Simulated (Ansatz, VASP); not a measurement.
**NaH in VASP and in Ansatz**

```
Na H
1.0
     0.00000    2.41610    2.41610
     2.41610    0.00000    2.41610
     2.41610    2.41610    0.00000
Na H
1 1
Direct
  0.00000 0.00000 0.00000
  0.50000 0.50000 0.50000
```

Alike in both runs: functional PBE; k mesh 10 × 10 × 10; occupations fermi-dirac, width 0.02 eV; no spin polarisation.

Ansatz relaxed the structure, and its values are those at the end. VASP's run is a single point on that final structure, the one shown.

```csv
,VASP,Ansatz
version,VASP 6.6.1,Ansatz 0.2.0
potentials or method,"VASP PAW PBE potentials, release 64 (Na_pv, H), cutoff 520 eV",PAW plane waves
valence electrons in the cell,8,10
```

|  | VASP | Ansatz | Ansatz less VASP |
| --- | --- | --- | --- |
| gap on the k mesh at the Fermi level (eV) | 3.78 | 3.78 | +0.002 |
| pressure (GPa) | 0.0 | 0.0 | +0.03 |

VASP's potentials hold 8 valence electrons a cell and Ansatz's 10, so a difference there can come from the potentials and not from the codes.
